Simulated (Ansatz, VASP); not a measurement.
# Be in VASP and in Ansatz

```
Be
1.0
     2.23257    0.00000    0.00000
    -1.11629    1.93347    0.00000
     0.00000    0.00000    3.52916
Be
2
Direct
  0.27056 0.66667 0.25000
  0.72944 0.33333 0.75000
```

Change from the starting cell: mode 4 frozen in at -0.139 Å, equal normal strain along x, y and z +0.0083.

Alike in both runs: task single point; functional PBE; dispersion D3(BJ); k mesh 24 × 24 × 12; occupations gaussian, width 0.15 eV; no spin polarisation.

|  | VASP | Ansatz |
| --- | --- | --- |
| version | VASP 6.6.1 | Ansatz 0.2.0 |
| potentials or method | VASP PAW PBE potentials, release 64 (Be), cutoff 520 eV | scalar-relativistic, plane waves, PAW |
| valence electrons in the cell | 4 | 4 |

|  | VASP | Ansatz | Ansatz less VASP |
| --- | --- | --- | --- |
| gap on the k mesh at the Fermi level (eV) | none | none | - |
| pressure (GPa) | -1.4 | -1.6 | -0.17 |
| traceless stress, the component that is largest in VASP (GPa) | 7.24 | 7.21 | -0.031 |
| rms of the force components (eV/Å) | 0.596 | 0.596 | -0.0001 |

Atom by atom the forces differ by 0.000 eV/Å (rms over components). A gap of «none» marks a metal or a gap that the smearing closes.
